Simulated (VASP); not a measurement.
# Be (I-4m2) in VASP: further runs

Runs on Be. Level: PBE. Tasks: single point, relaxation of cell and atoms.

Program: VASP 6.6.1. These are calculated values, not measurements. Logs are shortened: lines on timing, memory, paths and dates and some standing lists are left out, and cuts for length are marked.

**1. The cell of the first run**

The structure is tetragonal, space group I-4m2 (No. 119). The conventional cell has a = 2.230 Å, b = 2.230 Å, c = 11.617 Å, α = 90.00°, β = 90.00°, γ = 90.00°. Be (site symmetry 2mm) has 7 Be at 2.10 to 2.23 Å within 2.8 Å. Within 2.9 Å of Be (site symmetry -4m2) lie 8 Be at 2.16 to 2.23 Å.

The cell was generated, and may not be a known phase.

**2. Single point, PBE**

File INCAR:

```
SYSTEM = Be
PREC = Accurate ; ENCUT = 520
EDIFF = 1E-7 ; ISMEAR = 0
SIGMA = 0.1 ; LREAL = .FALSE.
LASPH = .TRUE. ; NELM = 100
ALGO = Normal ; ISIF = 2
LWAVE = .FALSE. ; LCHARG = .TRUE.
GGA = PE ; LELF = .TRUE.
LVHAR = .TRUE. ; NBANDS = 10
```

File KPOINTS:

```
regular mesh
0
G
  8 8 8
  0 0 0
```

File POSCAR:

```
Be
1.0
   -1.1149313728      1.1149313728      5.8084303335
    1.1149313728     -1.1149313728      5.8084303335
    1.1149313728      1.1149313728     -5.8084303335
Be
3
Direct
    0.4096312789      0.4096312789      0.0000000000
    0.7500000000      0.2500000000      0.5000000000
    0.5903687211      0.5903687211      0.0000000000
```

Potentials or basis: VASP PAW PBE potentials, release 64 (Be).

The run is started by

```
$ cat potpaw_PBE.64/Be/POTCAR > POTCAR
$ mpirun -np 1 vasp_std > vasp.out
```

OUTCAR:

```text
SYSTEM = Be
   PREC = Accurate
   ENCUT = 520
   EDIFF = 1E-7
   ISMEAR = 0
   LREAL = .FALSE.
   LASPH = .TRUE.
   NELM = 100
   ISIF = 2
   GGA = PE

 ion  position               nearest neighbor table
   1  0.410  0.410  0.000-   3 2.10   2 2.16   2 2.16
   2  0.750  0.250  0.500-   1 2.16   3 2.16   1 2.16   3 2.16
   3  0.590  0.590  0.000-   1 2.10   2 2.16   2 2.16

  LATTYP: Found a body centered tetragonal cell.
 ALAT       =     2.2298627456
 C/A-ratio  =     5.2096752098

  Lattice vectors:

 A1 = (  -1.1149313728,   1.1149313728,   5.8084303335)
 A2 = (   1.1149313728,  -1.1149313728,   5.8084303335)
 A3 = (   1.1149313728,   1.1149313728,  -5.8084303335)

Analysis of symmetry for initial positions (statically):
=====================================================================
 Subroutine PRICEL returns:
 Original cell was already a primitive cell.

 Routine SETGRP: Setting up the symmetry group for a
 body centered tetragonal supercell.

 Subroutine GETGRP returns: Found  8 space group operations
 (whereof  8 operations were pure point group operations)
 out of a pool of 16 trial point group operations.

The static configuration has the point symmetry D_2d.

Analysis of symmetry for dynamics (positions and initial velocities):
=====================================================================
 Subroutine PRICEL returns:
 Original cell was already a primitive cell.

 Routine SETGRP: Setting up the symmetry group for a
 body centered tetragonal supercell.

 Subroutine GETGRP returns: Found  8 space group operations
 (whereof  8 operations were pure point group operations)
 out of a pool of 16 trial point group operations.

The dynamic configuration has the point symmetry D_2d.

 Subroutine INISYM returns: Found  8 space group operations
 (whereof  8 operations are pure point group operations),
 and found     1 'primitive' translations

----------------------------------------------------------------------------------------

                                     Primitive cell

  volume of cell :      28.8812

  direct lattice vectors                    reciprocal lattice vectors
    -1.114931373  1.114931373  5.808430333     0.000000000  0.448458095  0.086081776
     1.114931373 -1.114931373  5.808430333     0.448458095  0.000000000  0.086081776
     1.114931373  1.114931373 -5.808430333     0.448458095  0.448458095  0.000000000

  length of vectors
     6.018638290  6.018638290  6.018638290     0.456645087  0.456645087  0.634215521

  position of ions in fractional coordinates (direct lattice)
     0.409631279  0.409631279  0.000000000
     0.750000000  0.250000000  0.500000000
     0.590368721  0.590368721  0.000000000

  ion indices of the primitive-cell ions
   primitive index   ion index
                 1           1
                 2           2
                 3           3

----------------------------------------------------------------------------------------

 KPOINTS: regular mesh

Automatic generation of k-mesh.
 Grid dimensions read from file:
 generate k-points for:    8    8    8

 Generating k-lattice:

  Cartesian coordinates                     Fractional coordinates (reciprocal lattice)
     0.000000000  0.056057262  0.010760222     0.125000000  0.000000000 -0.000000000
     0.056057262  0.000000000  0.010760222     0.000000000  0.125000000 -0.000000000
     0.056057262  0.056057262  0.000000000     0.000000000  0.000000000  0.125000000

  Length of vectors
     0.057080636  0.057080636  0.079276940

  Shift w.r.t. Gamma in fractional coordinates (k-lattice)
     0.000000000  0.000000000  0.000000000

 Subroutine IBZKPT returns following result:
 ===========================================

 Found     59 irreducible k-points:

 Following reciprocal coordinates:
            Coordinates               Weight
  0.000000  0.000000  0.000000      1.000000
  0.125000  0.000000  0.000000      8.000000
  0.250000  0.000000  0.000000      8.000000
  0.375000  0.000000 -0.000000      8.000000
  0.500000  0.000000  0.000000      4.000000
  0.125000  0.125000  0.000000      8.000000
[... 16 lines left out ...]
  0.250000  0.125000  0.125000     16.000000
  0.375000  0.125000  0.125000      8.000000
 [... further k-points ...]
   k-points           NKPTS =     59   k-points in BZ     NKDIM =     59   number of bands    NBANDS=     10
   number of dos      NEDOS =    301   number of ions     NIONS =      3
   total plane-waves  NPLWV = 110592
   dimension x,y,z NGX =    48 NGY =   48 NGZ =   48
   dimension x,y,z NGXF=    96 NGYF=   96 NGZF=   96
   ions per type =               3
   NGX,Y,Z   is equivalent  to a cutoff of  13.26, 13.26, 13.26 a.u.
   NGXF,Y,Z  is equivalent  to a cutoff of  26.52, 26.52, 26.52 a.u.
 SYSTEM =  Be
   PREC   = accura    normal or accurate (medium, high low for compatibility)
   ISTART =      0    job   : 0-new  1-cont  2-samecut
   ICHARG =      2    charge: 1-file 2-atom 10-const
   ISPIN  =      1    spin polarized calculation?
   LNONCOLLINEAR =      F non collinear calculations
   LSORBIT =      F    spin-orbit coupling
   LASPH  =      T    aspherical Exc in radial PAW
   ENCUT  =  520.0 eV  38.22 Ry    6.18 a.u.  11.19 11.19 11.19*2*pi/ulx,y,z
   NELM   =    100;   NELMIN=  2; NELMDL= -5     # of ELM steps
   EDIFF  = 0.1E-06   stopping-criterion for ELM
   LREAL  =      F    real-space projection
   EDIFFG = 0.1E-05   stopping-criterion for IOM
   NSW    =      0    number of steps for IOM
   IBRION =     -1    ionic relax: 0-MD 1-quasi-New 2-CG
   NFREE  =      0    steps in history (QN), initial steepest desc. (CG)
   ISIF   =      2    stress and relaxation
   ISYM   =      2    0-nonsym 1-usesym 2-fastsym
   POTIM  = 0.5000    time-step for ionic-motion
   TEBEG  =    0.0;   TEEND  =   0.0 temperature during run
   PSTRESS=    0.0 pullay stress
   NELECT =       6.0000    total number of electrons
   NUPDOWN=      -1.0000    fix difference up-down
   EMIN   =  10.00;   EMAX   =-10.00  energy-range for DOS
   EFERMI =   0.00;   METHOD = LEGACY
   ISMEAR =     0;   SIGMA  =   0.10  broadening in eV -4-tet -1-fermi 0-gaus
   EFERMI_NEDOS =   21; number of points for ismear=-14 and -15
   IALGO  =     38    algorithm
   IMIX   =      4    mixing-type and parameters
     AMIX     =   0.40;   BMIX     =  1.00
     AMIX_MAG =   1.60;   BMIX_MAG =  1.00
  volume/ion in A,a.u.               =       9.63        64.97
  Fermi-wavevector in a.u.,A,eV,Ry     =   0.969587  1.832254 12.790829  0.940099
  Thomas-Fermi vector in A             =   2.099652
   LORBIT       =      0    0 simple, 1 ext, 2 COOP (PROOUT), +10 PAW based schemes
   GGA     = PE    functional components
   LHFCALC =     F    Hartree Fock is set to
   AEXX    =    0.0000 exact exchange contribution
   IVDW    =     0    specifies the selected vdW correction
   LEPSILON=     F    determine dielectric tensor
   LRPA    =     F    only Hartree local field effects (RPA)
 non-spin polarized calculation
 Gauss-broadening in eV      SIGMA  =   0.10
  energy-cutoff  :      520.00
  volume of cell :       28.88
 maximum number of plane-waves:       790
 NGX is ok and might be reduce to    48
   NGX = 23   NGY = 23   NGZ = 23

 number of electron       6.0000000 magnetization

 Free energy of the ion-electron system (eV)
  ---------------------------------------------------
  ext. energy  EPLUGINS =         0.00000000
  ---------------------------------------------------
  free energy    TOTEN  =        -9.07334780 eV

  energy without entropy =       -9.06652007  energy(sigma->0) =       -9.06993394

 E-fermi :   5.1931     XC(G=0):  -9.9446

 val. band max:        5.1894797505   @ k =   0.3750   0.0000  -0.0000
 cond. band min:       5.2408836543   @ k =   0.5000   0.3750   0.0000
 fundamental gap:      0.0514039038
 Fermi energy:         5.1931490225

 k-point     1 :       0.0000    0.0000    0.0000
  band No.  band energies     occupation
      1      -4.7978      2.00000
      2      -1.5706      2.00000
      3      -1.3228      2.00000
      4       9.5723      0.00000
      5      10.5851      0.00000
      6      17.7233      0.00000
      7      17.7233      0.00000
      8      18.3360      0.00000
      9      18.3360      0.00000
     10      22.3274      0.00000

 k-point     2 :       0.1250    0.0000    0.0000
  band No.  band energies     occupation
      1      -4.4213      2.00000
      2      -1.4759      2.00000
      3      -0.6413      2.00000
      4       9.2767      0.00000
      5      11.0475      0.00000
      6      14.7980      0.00000
      7      15.2574      0.00000
      8      18.0266      0.00000
      9      18.7851      0.00000
     10      20.1000      0.00000

 k-point     3 :       0.2500    0.0000    0.0000
  band No.  band energies     occupation
      1      -3.2976      2.00000
      2      -0.7279      2.00000
      3       0.9002      2.00000
      4       8.2571      0.00000
      5       9.3084      0.00000
      6      11.8374      0.00000
      7      13.4343      0.00000
      8      16.8335      0.00000
      9      18.9366      0.00000
     10      19.9944      0.00000

 k-point     4 :       0.3750    0.0000   -0.0000
  band No.  band energies     occupation
      1      -1.4673      2.00000
      2       0.6710      2.00000
      3       3.0151      2.00000
      4       5.1895      1.04138
      5       6.1201      0.00000
      6      11.1619      0.00000
      7      11.5472      0.00000
      8      16.1336      0.00000
      9      17.9150      0.00000
     10      20.2254      0.00000
[... 222 lines left out ...]
 k-point    22 :       0.1250    0.1250    0.1250
  band No.  band energies     occupation
      1      -1.8169      2.00000
      2       0.7672      2.00000
      3       2.4196      2.00000
      4       9.2195      0.00000
      5       9.6795      0.00000
      6      10.4292      0.00000
      7      11.7984      0.00000
      8      13.3586      0.00000
      9      15.8753      0.00000
     10      19.1579      0.00000

 k-point    23 :       0.2500    0.1250    0.1250
  band No.  band energies     occupation
      1       0.0559      2.00000
      2       2.1948      2.00000
      3       4.5382      2.00000
      4       6.3537      0.00000
      5       7.2413      0.00000
      6      10.7507      0.00000
      7      11.5443      0.00000
      8      13.7388      0.00000
      9      15.9594      0.00000
     10      17.7957      0.00000

 k-point    24 :       0.3750    0.1250    0.1250
  band No.  band energies     occupation
      1       2.1076      2.00000
      2       3.0167      2.00000
      3       4.3035      2.00000
      4       5.0668      1.92599
      5       6.4753      0.00000
      6       9.7001      0.00000
      7      11.9157      0.00000
      8      13.8880      0.00000
      9      16.4614      0.00000
     10      17.8023      0.00000

 [... further k-points ...]
[... 5 lines left out ...]
  --------------------------------------------------------------------------------------
  -------------------------------------------------------------------------------------
  Total        0.0147344      0.0147344      0.0459749      0.0000000      0.0000000     -0.0000000
  in kB        0.8173855      0.8173855      2.5504448      0.0000000      0.0000000     -0.0000000
  external PRESSURE =       1.3950719 kB  Pullay stress =       0.0000000 kB

 VOLUME and BASIS-vectors are now :
 -----------------------------------------------------------------------------
  energy-cutoff  :      520.00
  volume of cell :       28.88
      direct lattice vectors                 reciprocal lattice vectors
    -1.114931373  1.114931373  5.808430333     0.000000000  0.448458095  0.086081776
     1.114931373 -1.114931373  5.808430333     0.448458095  0.000000000  0.086081776
     1.114931373  1.114931373 -5.808430333     0.448458095  0.448458095  0.000000000

 POSITION                                       TOTAL-FORCE (eV/Angst)
 -----------------------------------------------------------------------------------
      0.00000      0.00000      4.75863        -0.000000      0.000000      0.007048
      0.00000      1.11493      2.90422         0.000000     -0.000000     -0.000000
      0.00000      0.00000      6.85823        -0.000000      0.000000     -0.007048
 -----------------------------------------------------------------------------------
    total drift:                                0.000000     -0.000000     -0.000000

  FREE ENERGIE OF THE ION-ELECTRON SYSTEM (eV)
  ---------------------------------------------------
  free  energy   TOTEN  =        -9.0733478038 eV

  energy  without entropy=       -9.0665200747  energy(sigma->0) =       -9.06993394
```

Run time: 3.3 min. Hardware: 1 thread of Intel Xeon 8259CL, shared host; peak memory 0.28 GiB.

Results:

```yaml
Free_energy: -9.0733 eV
Pressure: 0.1 GPa
Largest_force: 0.007 eV/Å
Band_gap_on_the_k_mesh: zero (bands 3 and 4 overlap by 3.07 eV)
```

Forces in eV/Å, atoms in the order of the input:
```
Be   0.000  0.000  0.007
Be   0.000  0.000  0.000
Be   0.000  0.000 -0.007
```

**3. Single point, PBE**

This run uses another cell than the first one, of 12.30 Å³/atom.

File INCAR:

```
PREC = Accurate
ENCUT = 520
EDIFF = 1E-6
ISMEAR = 0
SIGMA = 0.1
LREAL = F
LASPH = T
NELM = 100
ALGO = Normal
ISIF = 2
LWAVE = F
LCHARG = F
GGA = PE
NBANDS = 10
```

File KPOINTS:

```
Automatic mesh
0
Gamma
  8 8 8
```

File POSCAR:

```
Be
1.0
   -1.5504184600      1.5504184600      3.8367785300
    1.5504184600     -1.5504184600      3.8367785300
    1.5504184600      1.5504184600     -3.8367785300
Be
3
Direct
    0.3798992300      0.3798992300      0.0000000000
    0.7500000000      0.2500000000      0.5000000000
    0.6201007700      0.6201007700      0.0000000000
```

Potentials or basis: VASP PAW PBE potentials, release 64 (Be).

The run is started by

```
$ cat potpaw_PBE.64/Be/POTCAR > POTCAR
$ mpirun -np 1 vasp_std > vasp.out
```

Run time: 72 s. Hardware: 1 thread of Intel Xeon 8259CL, shared host; peak memory 0.19 GiB.

The run converged. Its results:

```
Free energy            : -5.5720 eV
Pressure               : 17.7 GPa
Largest force          : 0.532 eV/Å
Band gap on the k mesh : zero (bands 3 and 4 overlap by 3.41 eV)
```

Forces in eV/Å, atoms in the order of the input:
```
Be   0.000  0.000 -0.532
Be   0.000  0.000  0.000
Be   0.000  0.000  0.532
```

Stress tensor (GPa, compression positive):
```
12.26  0.00  0.00
 0.00 12.26  0.00
 0.00  0.00 28.47
```

Levels at points of the mesh, in eV from the Fermi level:
| k point | band 1 | band 2 | band 3 | band 4 | band 5 | band 6 |
| --- | --- | --- | --- | --- | --- | --- |
| (0.00, 0.00, 0.00) | -7.70 | -0.97 | 0.65 | 2.70 | 2.70 | 6.07 |
| (0.50, 0.00, 0.00) | -4.37 | -4.23 | -1.47 | 0.78 | 3.44 | 5.13 |
| (0.50, 0.50, 0.00) | -2.23 | -1.74 | -1.11 | -0.40 | 0.61 | 0.81 |
| (0.50, 0.50, 0.50) | -6.24 | -5.25 | 1.66 | 1.66 | 5.20 | 8.68 |

Caveat: the stress differs along the axes, from 12 to 28 GPa.

**4. Relaxation of cell and atoms, PBE**

This run uses another cell than the first one, of 12.30 Å³/atom.

File INCAR:

```
SYSTEM = Be
PREC = Accurate ; ENCUT = 600
EDIFF = 1E-6 ; ISMEAR = 0
SIGMA = 0.1 ; LREAL = .FALSE.
LASPH = .TRUE. ; NELM = 60
ALGO = Normal ; ISIF = 3
LWAVE = .FALSE. ; LCHARG = .FALSE.
GGA = PE ; IBRION = 2
NSW = 90 ; EDIFFG = -0.04
```

File KPOINTS:

```
Automatic mesh
0
G
  8 8 8
  0 0 0
```

POSCAR is that of step 3.

The run is started by

```
$ cat potpaw_PBE.64/Be/POTCAR > POTCAR
$ mpirun -np 1 vasp_std > vasp.out
```

Run time: 17 min. Hardware: 1 thread of Intel Xeon 8259CL, shared host; peak memory 0.22 GiB.

Results (log left out):

```yaml
Free_energy: -9.0725 eV
Relaxed_volume: 9.65 Å³/atom
Relaxed_cell: a = 6.021 Å, b = 6.021 Å, c = 6.021 Å, α = 158.63°, β = 158.63°, γ = 30.40°
Space_group_after_relaxing_to_0.1_Å: I-4m2 (No. 119)
Energy_gained_by_relaxing: 1166.8 meV/atom
Ionic_steps: 39
Pressure_after_relaxing: -0.1 GPa
Largest_force_after_relaxing: 0.003 eV/Å
Band_gap_on_the_k_mesh: zero (bands 3 and 4 overlap by 3.06 eV)
```

Forces in eV/Å, atoms in the order of the input:
```
Be   0.000  0.000 -0.003
Be   0.000  0.000  0.000
Be   0.000  0.000  0.003
```

Stress tensor (GPa, compression positive):
```
-0.19  0.00  0.00
 0.00 -0.19  0.00
 0.00  0.00  0.11
```

Step by step:
```csv
step,energy change (eV),largest force (eV/Å),pressure (GPa),volume (Å³)
1,0.0000,0.5316,17.67,36.89
2,-0.5469,0.4861,4.25,44.57
3,-0.5854,0.6082,1.83,47.01
4,-0.5900,0.6450,0.85,48.19
5,-0.6233,0.2996,-0.10,49.23
6,-0.6291,0.0719,-0.58,49.89
7,-0.6408,0.0653,-0.60,49.57
8,-0.7005,0.1178,-0.83,48.58
9,-1.0014,0.1977,-1.90,46.46
10,-1.8523,0.9393,-4.70,41.76
11,-2.2220,5.8554,3.22,31.15
12,-2.3993,3.1417,-5.15,37.18
13,-2.4912,4.1583,-3.66,34.93
14,-2.4832,3.8948,-4.21,35.52
15,-2.4835,3.8996,-4.22,35.51
16,-2.4845,3.9108,-4.21,35.49
17,-2.4863,3.9346,-4.20,35.45
18,-2.4891,3.9824,-4.19,35.37
19,-2.4921,4.0792,-4.13,35.20
20,-2.4952,4.0672,-4.15,35.19
21,-2.5045,4.0346,-4.20,35.18
22,-2.5228,3.9684,-4.31,35.17
23,-2.5586,3.8382,-4.53,35.13
24,-2.6268,3.5878,-4.97,35.07
25,-2.7506,3.1227,-5.79,34.93
26,-2.9516,2.3253,-7.19,34.65
27,-3.2045,1.2124,-9.20,34.06
28,-3.3340,0.1263,-9.19,32.79
29,-3.3737,0.0787,-8.00,32.13
30,-3.4548,0.1192,-3.92,30.21
31,-3.4093,0.6961,8.50,26.59
32,-3.4755,0.2741,-0.72,29.01
33,-3.4761,0.3048,-0.05,28.80
34,-3.4872,0.2671,0.20,28.76
35,-3.4970,0.0732,1.21,28.65
36,-3.4983,0.1407,0.89,28.68
37,-3.4983,0.1335,0.93,28.68
38,-3.5000,0.0663,0.42,28.82
39,-3.5005,0.0034,-0.09,28.96
```

Final structure:
```xyz
3
Lattice="-1.1163 1.1163 5.8108 1.1163 -1.1163 5.8108 1.1163 1.1163 -5.8108" Properties=species:S:1:pos:R:3 pbc="T T T"
Be    0.0000    0.0000    4.7611
Be    0.0000    1.1163    2.9054
Be    0.0000    0.0000    6.8604
```

Levels at points of the mesh, in eV from the Fermi level:
| k point | band 1 | band 2 | band 3 | band 4 | band 5 | band 6 | band 7 |
| --- | --- | --- | --- | --- | --- | --- | --- |
| (0.00, 0.00, 0.00) | -9.97 | -6.74 | -6.50 | 4.39 | 5.40 | 12.50 | 12.50 |
| (0.50, 0.00, 0.00) | -4.77 | -3.71 | -1.93 | -1.45 | -0.15 | 3.94 | 6.40 |
| (0.50, 0.50, 0.00) | 0.73 | 0.77 | 1.23 | 1.28 | 2.69 | 3.03 | 5.43 |
| (0.50, 0.50, 0.50) | -9.31 | -8.90 | -3.91 | 0.41 | 11.83 | 11.94 | 12.74 |

Caveat: the volume moved by over 15 % at a fixed basis, so the end points are rough.

**5. Overview**

| task | cell | cutoff (eV) | gap on the mesh (eV) | pressure (GPa) | largest force (eV/Å) |
| --- | --- | --- | --- | --- | --- |
| single point | a = 6.019 Å, angles 158.6, 158.6, 30.4°, 3 atoms, atomic positions A | 520 | none | 0.1 | 0.01 |
| single point | a = 4.419 Å, angles 138.9, 138.9, 59.5°, 3 atoms, atomic positions B | 520 | none | 17.7 | 0.53 |
| relaxation of cell and atoms | relaxed from a = 4.419 Å, angles 138.9, 138.9, 59.5°, 3 atoms, atomic positions B | 600 | none | -0.1 | - |

Alike in all rows: level PBE; potentials or basis VASP PAW PBE potentials, release 64 (Be); no spin polarisation; k mesh 8 × 8 × 8; smearing gaussian 0.1 eV.

Caveats: the stress differs along the axes, from 12 to 28 GPa (at least some runs); the volume moved by over 15 % at a fixed basis, so the end points are rough (at least some runs).

Total energies depend on the potentials used, so only differences within one code and one set of settings carry meaning.

The gap in the log of VASP goes by the Fermi energy; the results here count the filled bands.